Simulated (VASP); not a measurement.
A run of VASP 6.6.1:

INCAR

```
PREC = Accurate
ENCUT = 520
EDIFF = 1E-7
ISMEAR = -1
SIGMA = 0.1
LREAL = False
LASPH = True
NELM = 80
ALGO = Normal
ISIF = 2
LWAVE = False
LCHARG = False
GGA = CA
NBANDS = 28
```

File KPOINTS:

```
Automatic mesh
0
Gamma
  8 8 11
```

File POSCAR:

```
Pb
1.0
    5.5012538984      0.0000000000      0.0000000000
   -2.7506269492      4.7642256287      0.0000000000
    0.0000000000      0.0000000000      3.3423250342
Pb
3
Direct
    0.0000000000      1.0000000000      0.0000000000
    0.3333333333      0.6666666667      0.5000000000
    0.6666666667      0.3333333333      0.5000000000
```

Potentials or basis: VASP PAW LDA potentials, release 64 (Pb_d).

The run is started by

```bash
$ cat potpaw_LDA.64/Pb_d/POTCAR > POTCAR
$ mpirun -np 1 vasp_std > vasp.out
```

Hardware: 1 thread of Intel(R) Xeon(R) 6975P-C (Granite Rapids), on a shared host.

Q: Estimate the wall time of this run.

A: It took 110 s on 1 thread of Intel(R) Xeon(R) 6975P-C (Granite Rapids) (shared host), peak memory 0.24 GiB. Counts: scf iterations 12, k points 60.
